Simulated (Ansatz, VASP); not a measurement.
## One calculation of HfN, two programs

INCAR

```
PREC     = Accurate       # precision mode
ENCUT    = 520            # plane-wave cutoff, eV
EDIFF    = 1E-6           # SCF threshold, eV
ISMEAR   = 0              # smearing method
SIGMA    = 0.05           # smearing width, eV
LREAL    = F              # projectors in reciprocal space
LASPH    = T              # aspherical terms in the spheres
NELM     = 100            # most SCF steps
ALGO     = Normal         # electronic algorithm
ISIF     = 2              # what is computed and relaxed
LWAVE    = F              # write WAVECAR
LCHARG   = F              # write CHGCAR
GGA      = PE             # functional
IVDW     = 12             # dispersion correction
NBANDS   = 14             # bands
```

Contents of KPOINTS:

```
Automatic mesh
0
Gamma
  10 10 10
```

File POSCAR:

```
HfN
1.0
    0.0000000000      2.2279599625      2.2279599625
    2.2279599625      0.0000000000      2.2279599625
    2.2279599625      2.2279599625      0.0000000000
Hf N
1 1
Direct
    0.5000000000      0.5000000000      0.5000000000
    0.0000000000      0.0000000000      0.0000000000
```

Input for Ansatz:

```yaml
crystal:
  lattice:
    - [0.0, 2.2279599625, 2.2279599625]
    - [2.2279599625, 0.0, 2.2279599625]
    - [2.2279599625, 2.2279599625, 0.0]
  atoms:
    - { symbol: Hf, position: [0.5, 0.5, 0.5] }
    - { symbol: "N", position: [0.0, 0.0, 0.0] }
basis:
  ecutwfc: 420
  ecutrho_ratio: 4
kpoints:
  mp_grid: { grid: [10, 10, 10] }
hamiltonian:
  xc: pbe
  dispersion: d3bj
scf:
  occupations: { method: gaussian, width: 0.05 }
output:
  forces: true
  stress: true
  eigenvalues: true
```

Alike in both runs: task single point; functional PBE; dispersion D3(BJ); k mesh 10 × 10 × 10; occupations gaussian, width 0.05 eV; no spin polarisation.

|  | VASP | Ansatz |
| --- | --- | --- |
| version | VASP 6.6.1 | Ansatz 0.2.0 |
| potentials or method | VASP PAW PBE potentials, release 64 (Hf_pv, N), cutoff 520 eV | scalar-relativistic, plane waves, PAW |
| valence electrons in the cell | 15 | 31 |

|  | VASP | Ansatz | Ansatz less VASP |
| --- | --- | --- | --- |
| gap on the k mesh at the Fermi level (eV) | none | none | - |
| pressure (GPa) | 9.8 | 12.3 | +2.48 |

A gap of «none» marks a metal or a gap that the smearing closes. VASP's potentials hold 15 valence electrons a cell and Ansatz's 31, so a difference there can come from the potentials and not from the codes.

Spin-orbit coupling is off throughout.
